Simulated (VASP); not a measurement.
# Sb (I4/mcm) in VASP: single point with r2SCAN-based global hybrid with 10 % exact exchange

Aim: the single point of Sb with r2SCAN-based global hybrid with 10 % exact exchange.

Everything below comes from runs of VASP 6.6.1. Logs are shortened: lines on timing, memory, paths and dates and some standing lists are left out, and cuts for length are marked.

## Step 1: The cell of the first run

It takes space group I4/mcm (No. 140, tetragonal). Conventional cell: a = 8.060 Å, b = 8.060 Å, c = 4.051 Å, α = 90.00°, β = 90.00°, γ = 90.00°. Sb (site symmetry m2m) has 9 Sb at 3.03 to 4.05 Å within 4.1 Å.

## Step 2: Single point, r2SCAN-based global hybrid with 10 % exact exchange

Contents of POSCAR:

```
Sb
1.0
   -4.0300106443      4.0300106443      2.0254867038
    4.0300106443     -4.0300106443      2.0254867038
    4.0300106443      4.0300106443     -2.0254867038
Sb
4
Direct
    0.6512630600      0.1512630600      0.8025261200
    0.1512630600      0.3487369400      0.5000000000
    0.3487369400      0.8487369400      0.1974738800
    0.8487369400      0.6512630600      0.5000000000
```

Contents of INCAR.step1:

```
PREC = Accurate
ENCUT = 520
EDIFF = 1E-5
ISMEAR = -1
SIGMA = 0.05
LREAL = F
LASPH = T
NELM = 100
ALGO = Normal
ISIF = 2
LWAVE = T
LCHARG = F
NBANDS = 18
GGA = PE
```

Contents of INCAR.step2:

```
PREC = Accurate
ENCUT = 520
EDIFF = 1E-7
ISMEAR = -1
SIGMA = 0.05
LREAL = F
LASPH = T
NELM = 100
ALGO = Normal
ISIF = 2
LWAVE = F
LCHARG = F
METAGGA = R2SCAN
LHFCALC = T
AEXX = 0.1
LMIXTAU = T
PRECFOCK = Normal
NBANDS = 18
ISTART = 1
```

Contents of KPOINTS:

```
regular mesh
0
Gamma
  4 4 4
```

Potentials or basis: VASP PAW PBE potentials, release 64 (Sb).

The run is started by

```console
$ cat potpaw_PBE.64/Sb/POTCAR > POTCAR
$ cp INCAR.step1 INCAR
$ mpirun -np 1 vasp_std > vasp.out
$ cp INCAR.step2 INCAR
$ mpirun -np 1 vasp_std > vasp.out
```

OUTCAR:

```text
PREC = Accurate
   ENCUT = 520
   EDIFF = 1E-7
   ISMEAR = -1
   LREAL = F
   LASPH = T
   NELM = 100
   ISIF = 2
   METAGGA = R2SCAN
   LHFCALC = T
   AEXX = 0.1
   PRECFOCK = Normal
   ISTART = 1

 ion  position               nearest neighbor table
   1  0.651  0.151  0.803-   3 3.03   3 3.03   2 3.17   4 3.17   2 3.17   4 3.17   3 3.45
   2  0.151  0.349  0.500-   4 3.03   4 3.03   1 3.17   3 3.17   1 3.17   3 3.17   4 3.45
   3  0.349  0.849  0.197-   1 3.03   1 3.03   2 3.17   4 3.17   4 3.17   2 3.17   1 3.45
   4  0.849  0.651  0.500-   2 3.03   2 3.03   1 3.17   3 3.17   3 3.17   1 3.17   2 3.45

  LATTYP: Found a body centered tetragonal cell.
 ALAT       =     8.0600212886
 C/A-ratio  =     0.5026008322

  Lattice vectors:

 A1 = (  -4.0300106443,   4.0300106443,   2.0254867038)
 A2 = (   4.0300106443,  -4.0300106443,   2.0254867038)
 A3 = (   4.0300106443,   4.0300106443,  -2.0254867038)

Analysis of symmetry for initial positions (statically):
=====================================================================
 Subroutine PRICEL returns:
 Original cell was already a primitive cell.

 Routine SETGRP: Setting up the symmetry group for a
 body centered tetragonal supercell.

 Subroutine GETGRP returns: Found 16 space group operations
 (whereof  8 operations were pure point group operations)
 out of a pool of 16 trial point group operations.

The static configuration has the point symmetry C_4h.
 The point group associated with its full space group is D_4h.

Analysis of symmetry for dynamics (positions and initial velocities):
=====================================================================
 Subroutine PRICEL returns:
 Original cell was already a primitive cell.

 Routine SETGRP: Setting up the symmetry group for a
 body centered tetragonal supercell.

 Subroutine GETGRP returns: Found 16 space group operations
 (whereof  8 operations were pure point group operations)
 out of a pool of 16 trial point group operations.

The dynamic configuration has the point symmetry C_4h.
 The point group associated with its full space group is D_4h.

 Subroutine INISYM returns: Found 16 space group operations
 (whereof  8 operations are pure point group operations),
 and found     1 'primitive' translations

----------------------------------------------------------------------------------------

                                     Primitive cell

  volume of cell :     131.5836

  direct lattice vectors                    reciprocal lattice vectors
    -4.030010644  4.030010644  2.025486704     0.000000000  0.124069151  0.246854249
     4.030010644 -4.030010644  2.025486704     0.124069151  0.000000000  0.246854249
     4.030010644  4.030010644 -2.025486704     0.124069151  0.124069151  0.000000000

  length of vectors
     6.048517833  6.048517833  6.048517833     0.276279161  0.276279161  0.175460276

  position of ions in fractional coordinates (direct lattice)
     0.651263060  0.151263060  0.802526120
     0.151263060  0.348736940  0.500000000
     0.348736940  0.848736940  0.197473880
     0.848736940  0.651263060  0.500000000

  ion indices of the primitive-cell ions
   primitive index   ion index
                 1           1
                 2           2
                 3           3
                 4           4

----------------------------------------------------------------------------------------

 KPOINTS: regular mesh

Automatic generation of k-mesh.
 Grid dimensions read from file:
 generate k-points for:    4    4    4

 Generating k-lattice:

  Cartesian coordinates                     Fractional coordinates (reciprocal lattice)
     0.000000000  0.031017288  0.061713562     0.250000000  0.000000000 -0.000000000
     0.031017288  0.000000000  0.061713562     0.000000000  0.250000000 -0.000000000
     0.031017288  0.031017288  0.000000000     0.000000000  0.000000000  0.250000000

  Length of vectors
     0.069069790  0.069069790  0.043865069

  Shift w.r.t. Gamma in fractional coordinates (k-lattice)
     0.000000000  0.000000000  0.000000000

 Subroutine IBZKPT returns following result:
 ===========================================

 Found     13 irreducible k-points:

 Following reciprocal coordinates:
            Coordinates               Weight
  0.000000  0.000000  0.000000      1.000000
  0.250000  0.000000  0.000000      8.000000
  0.500000  0.000000  0.000000      4.000000
  0.250000  0.250000  0.000000      8.000000
  0.500000  0.250000 -0.000000     16.000000
 -0.250000  0.250000  0.000000      4.000000
  0.500000  0.500000  0.000000      2.000000
  0.250000  0.250000  0.250000      2.000000
 -0.250000  0.250000  0.250000      4.000000
  0.500000  0.500000  0.250000      4.000000
 -0.250000  0.500000  0.250000      8.000000
 -0.250000 -0.250000  0.250000      2.000000
  0.500000  0.500000  0.500000      1.000000
   k-points           NKPTS =     13   k-points in BZ     NKDIM =     64   number of bands    NBANDS=     18
   number of dos      NEDOS =    301   number of ions     NIONS =      4
   total plane-waves  NPLWV = 110592
   dimension x,y,z NGX =    48 NGY =   48 NGZ =   48
   dimension x,y,z NGXF=    96 NGYF=   96 NGZF=   96
   ions per type =               4
   NGX,Y,Z   is equivalent  to a cutoff of  13.19, 13.19, 13.19 a.u.
   NGXF,Y,Z  is equivalent  to a cutoff of  26.39, 26.39, 26.39 a.u.
 SYSTEM =  unknown system
   PREC   = accura    normal or accurate (medium, high low for compatibility)
   ISTART =      1    job   : 0-new  1-cont  2-samecut
   ICHARG =      0    charge: 1-file 2-atom 10-const
   ISPIN  =      1    spin polarized calculation?
   LNONCOLLINEAR =      F non collinear calculations
   LSORBIT =      F    spin-orbit coupling
   LASPH  =      T    aspherical Exc in radial PAW
   ENCUT  =  520.0 eV  38.22 Ry    6.18 a.u.  11.25 11.25 11.25*2*pi/ulx,y,z
   NELM   =    100;   NELMIN=  2; NELMDL=  0     # of ELM steps
   EDIFF  = 0.1E-06   stopping-criterion for ELM
   LREAL  =      F    real-space projection
   EDIFFG = 0.1E-05   stopping-criterion for IOM
   NSW    =      0    number of steps for IOM
   IBRION =     -1    ionic relax: 0-MD 1-quasi-New 2-CG
   NFREE  =      0    steps in history (QN), initial steepest desc. (CG)
   ISIF   =      2    stress and relaxation
   ISYM   =      3    0-nonsym 1-usesym 2-fastsym
   POTIM  = 0.5000    time-step for ionic-motion
   TEBEG  =    0.0;   TEEND  =   0.0 temperature during run
   PSTRESS=    0.0 pullay stress
   NELECT =      20.0000    total number of electrons
   NUPDOWN=      -1.0000    fix difference up-down
   EMIN   =  10.00;   EMAX   =-10.00  energy-range for DOS
   EFERMI =   0.00;   METHOD = LEGACY
   ISMEAR =    -1;   SIGMA  =   0.05  broadening in eV -4-tet -1-fermi 0-gaus
   EFERMI_NEDOS =   21; number of points for ismear=-14 and -15
   IALGO  =     38    algorithm
   IMIX   =      1    mixing-type and parameters
     AMIX     =   0.40;   BMIX     =  1.00
     AMIX_MAG =   1.60;   BMIX_MAG =  1.00
  volume/ion in A,a.u.               =      32.90       221.99
  Fermi-wavevector in a.u.,A,eV,Ry     =   0.873677  1.651010 10.385484  0.763312
  Thomas-Fermi vector in A             =   1.993101
   LORBIT       =      0    0 simple, 1 ext, 2 COOP (PROOUT), +10 PAW based schemes
   METAGGA = R2SCAN    functional components
   LHFCALC =     T    Hartree Fock is set to
   PRECFOCK=normal    Normal, Fast or Accurate (Low or Medium for compatibility)
   ENCUT4O =  -1.0   cutoff for four orbital integrals eV
   NKREDX  =     1    reduce k-point grid by
   NKREDY  =     1    reduce k-point grid by
   NKREDZ  =     1    reduce k-point grid by
   AEXX    =    0.1000 exact exchange contribution
   HFSCREEN=    0.0000 screening length (either q_TF or 0.3 A-1)
   HFSCREENC=   0.0000 screening length for correlation (either q_TF or 0.3 A-1)
   ENCUTFOCK=  -1.0 apply spherical cutoff to Coloumb kernel
   IVDW    =     0    specifies the selected vdW correction
   LEPSILON=     F    determine dielectric tensor
   LRPA    =     F    only Hartree local field effects (RPA)
 non-spin polarized calculation
  energy-cutoff  :      520.00
  volume of cell :      131.58
 maximum number of plane-waves:      3571
 NGX is ok and might be reduce to    48
  NGX = 36; NGY = 36; NGZ = 36

 number of electron      20.0000002 magnetization

 Free energy of the ion-electron system (eV)
  ---------------------------------------------------
  ext. energy  EPLUGINS =         0.00000000
  ---------------------------------------------------
  free energy    TOTEN  =       -95.14116084 eV

  energy without entropy =      -95.13606153  energy(sigma->0) =      -95.13861119

 E-fermi :   6.0407     XC(G=0):  -8.6712

 val. band max:        5.9129703824   @ k =  -0.2500   0.2500   0.0000
 cond. band min:       6.1777568975   @ k =   0.2500   0.2500   0.2500
 fundamental gap:      0.2647865150
 Fermi energy:         6.0406569729

 k-point     1 :       0.0000    0.0000    0.0000
  band No.  band energies     occupation
      1      -7.7940      2.00000
      2      -4.0811      2.00000
      3      -2.7336      2.00000
      4      -2.7336      2.00000
      5       0.5252      2.00000
      6       4.0080      2.00000
[... 10 lines left out ...]
     17      12.4603      0.00000
     18      13.2564      0.00000

 k-point     2 :       0.2500    0.0000    0.0000
  band No.  band energies     occupation
      1      -7.0493      2.00000
      2      -4.1039      2.00000
      3      -2.9086      2.00000
      4      -2.3712      2.00000
      5       1.1124      2.00000
      6       1.2231      2.00000
[... 10 lines left out ...]
     17      11.4015      0.00000
     18      13.2748      0.00000

 k-point     3 :       0.5000    0.0000    0.0000
  band No.  band energies     occupation
      1      -4.8987      2.00000
      2      -4.8987      2.00000
      3      -3.4414      2.00000
      4      -3.4414      2.00000
      5       0.3504      2.00000
      6       0.3504      2.00000
[... 10 lines left out ...]
     17      12.2337      0.00000
     18      12.2337      0.00000

 k-point     4 :       0.2500    0.2500    0.0000
  band No.  band energies     occupation
      1      -5.1132      2.00000
      2      -4.5660      2.00000
      3      -3.6432      2.00000
      4      -3.4232      2.00000
      5       0.1564      2.00000
      6       1.5408      2.00000
[... 10 lines left out ...]
     17      12.5106      0.00000
     18      12.8065      0.00000

 k-point     5 :       0.5000    0.2500   -0.0000
  band No.  band energies     occupation
      1      -6.6412      2.00000
      2      -4.9694      2.00000
      3      -3.1698      2.00000
      4      -2.2994      2.00000
      5       0.8589      2.00000
      6       1.9291      2.00000
[... 10 lines left out ...]
     17      12.3211      0.00000
     18      12.8668      0.00000

 k-point     6 :      -0.2500    0.2500    0.0000
  band No.  band energies     occupation
      1      -7.5612      2.00000
      2      -4.9867      2.00000
      3      -2.6605      2.00000
      4      -2.4055      2.00000
      5       1.5516      2.00000
      6       2.9091      2.00000
[... 76 lines left out ...]
 k-point    10 :       0.5000    0.5000    0.2500
  band No.  band energies     occupation
      1      -6.8863      2.00000
      2      -5.7508      2.00000
      3      -4.4052      2.00000
      4      -0.4108      2.00000
      5       1.5131      2.00000
      6       2.8539      2.00000
[... 10 lines left out ...]
     17      10.7857      0.00000
     18      11.4040      0.00000

 k-point    11 :      -0.2500    0.5000    0.2500
  band No.  band energies     occupation
      1      -6.1351      2.00000
      2      -5.0157      2.00000
      3      -4.4788      2.00000
      4      -2.3187      2.00000
      5       1.9382      2.00000
      6       2.2127      2.00000
[... 10 lines left out ...]
     17      12.2791      0.00000
     18      12.4337      0.00000

 k-point    12 :      -0.2500   -0.2500    0.2500
  band No.  band energies     occupation
      1      -5.3178      2.00000
      2      -4.1190      2.00000
      3      -3.6248      2.00000
      4      -3.6248      2.00000
      5       0.0601      2.00000
      6       1.5106      2.00000
[... 10 lines left out ...]
     17      12.0150      0.00000
     18      13.2906      0.00000

 k-point    13 :       0.5000    0.5000    0.5000
  band No.  band energies     occupation
      1      -6.1584      2.00000
      2      -5.7162      2.00000
      3      -5.7162      2.00000
      4       0.4591      2.00000
      5       1.0517      2.00000
      6       2.5831      2.00000
[... 10 lines left out ...]
     17      10.4546      0.00000
     18      11.7342      0.00000

------------------------ aborting loop because EDIFF is reached ----------------------------------------

  FORCE on cell =-STRESS in cart. coord.  units (eV):
  Direction    XX          YY          ZZ          XY          YZ          ZX
  --------------------------------------------------------------------------------------
  -------------------------------------------------------------------------------------
  Total       -0.8537553     -0.8537553      0.6210396      0.0000000      0.0000000     -0.0000000
  in kB      -10.3954239    -10.3954239      7.5618511      0.0000000      0.0000000     -0.0000000
  external PRESSURE =      -4.4096655 kB  Pullay stress =       0.0000000 kB

 VOLUME and BASIS-vectors are now :
 -----------------------------------------------------------------------------
  energy-cutoff  :      520.00
  volume of cell :      131.58
      direct lattice vectors                 reciprocal lattice vectors
    -4.030010644  4.030010644  2.025486704     0.000000000  0.124069151  0.246854249
     4.030010644 -4.030010644  2.025486704     0.124069151  0.000000000  0.246854249
     4.030010644  4.030010644 -2.025486704     0.124069151  0.124069151  0.000000000

 POSITION                                       TOTAL-FORCE (eV/Angst)
 -----------------------------------------------------------------------------------
      1.21918      5.24919     -0.00000         0.076904      0.076904      0.000000
      2.81083      1.21918      0.00000        -0.076904      0.076904     -0.000000
      2.81083     -1.21918      2.02549        -0.076904     -0.076904     -0.000000
      1.21918      2.81083      2.02549         0.076904     -0.076904      0.000000
 -----------------------------------------------------------------------------------
    total drift:                               -0.000000     -0.000000      0.000000

  FREE ENERGIE OF THE ION-ELECTRON SYSTEM (eV)
  ---------------------------------------------------
  free  energy   TOTEN  =       -95.1411608431 eV

  energy  without entropy=      -95.1360615333  energy(sigma->0) =      -95.13861119
```

Wall time 1.7 h (1 thread of Intel Xeon Platinum 8375C at 2.90GHz (Ice Lake), shared host); peak memory 0.4 GiB.

What came out:

| Item | Value |
| --- | --- |
| Free energy | -95.1412 eV |
| Pressure | -0.4 GPa |
| Largest force | 0.109 eV/Å |
| Band gap on the k mesh | zero (bands 10 and 11 overlap by 2.13 eV) |

Forces on the atoms (eV/Å):
```
Sb   0.077  0.077  0.000
Sb  -0.077  0.077  0.000
Sb  -0.077 -0.077  0.000
Sb   0.077 -0.077  0.000
```

Levels at points of the mesh, in eV from the Fermi level:
```csv
k point,band 7,band 8,band 9,band 10,band 11,band 12,band 13,band 14
"(0.00, 0.00, 0.00)",-1.33,-1.32,-1.32,-1.31,-1.31,-0.43,3.05,3.05
"(0.50, 0.00, 0.00)",-2.63,-2.63,-1.42,-1.42,-0.68,-0.68,3.04,3.04
"(0.50, 0.50, 0.00)",-2.80,-2.74,-1.36,0.30,0.42,2.27,2.40,3.24
"(0.50, 0.50, 0.50)",-1.74,-1.74,0.36,0.78,2.05,2.19,2.19,2.46
```

Caveat: the k points lie up to 0.43 Å⁻¹ apart, too coarse for converged energies and pressures of a metal; the PAW data sets were made with another functional, which shifts forces and pressure a little; spin-orbit coupling is left out, which moves the levels of the heavy elements.

The gap in the log of VASP goes by the Fermi energy; the results here count the filled bands.